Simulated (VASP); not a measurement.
Zr, 2 atoms in the cell. Symmetry: C2/m, No. 12, monoclinic system. The conventional cell has a = 5.598 Å, b = 3.232 Å, c = 5.147 Å, α = 90.00°, β = 90.00°, γ = 90.00°. Within 3.8 Å of Zr (site symmetry m) lie 12 Zr at 2.89 to 3.40 Å.  This cell differs from its parent crystal: atom 1 (Zr) moved by (+0.300, -0.150) A along y and z.

```yaml
Program: VASP 6.6.1
Task: single point
Functional: PBEsol
Potentials_or_basis: VASP PAW PBE potentials, release 64 (Zr_sv)
Cutoff: 520 eV
k_mesh: 18 × 18 × 10
Occupations: gaussian, width 0.15 eV
Spin: no spin polarisation
Dipole_correction: no
Further_INCAR_settings: ALGO = Fast; EDIFF = 1e-07; NBANDS = 19
```

Potentials or basis: VASP PAW PBE potentials, release 64 (Zr_sv).

Launch:

```bash
$ cat potpaw_PBE.64/Zr_sv/POTCAR > POTCAR
$ mpirun -np 1 vasp_std > vasp.out
```

Hardware: 1 thread of Intel(R) Xeon(R) Platinum 8488C (Sapphire Rapids) (shared host).

Q: How long does it take, and how much memory?

A: Wall time 14 min on 1 thread of Intel(R) Xeon(R) Platinum 8488C (Sapphire Rapids) (shared host), peak memory 0.67 GiB. Counts: scf iterations 26, k points 866.
